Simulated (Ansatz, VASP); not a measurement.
**Rb: VASP beside Ansatz**

```xyz
1
Lattice="0.0000 3.6399 3.6399 3.6399 0.0000 3.6399 3.6399 3.6399 0.0000" Properties=species:S:1:pos:R:3 pbc="T T T"
Rb    0.0000    0.0000    0.0000
```

Alike in both runs: task single point; functional PBE; k mesh 4 × 4 × 4; occupations gaussian, width 0.1 eV; collinear spin.

```csv
,VASP,Ansatz
version,VASP 6.6.1,Ansatz 0.2.0
potentials or method,"VASP PAW PBE potentials, release 64 (Rb_sv), cutoff 520 eV","scalar-relativistic, plane waves, PAW"
valence electrons in the cell,9,9
```

```tsv
	VASP	Ansatz	Ansatz less VASP
pressure (GPa)	-0.1	-0.1	0.00
net moment per atom (μB)	0.14	0.14	0.000
size of the moment on the site where the two differ most (μB)	0.01	0.07	+0.058
```

Site moments also hang on the region over which each program counts them. The functional is the same, so the differences come from potentials, cutoffs and numerics. Ansatz's warnings: seeded moment not kept.

The k mesh is coarse, so the values compare programs but aren't converged.
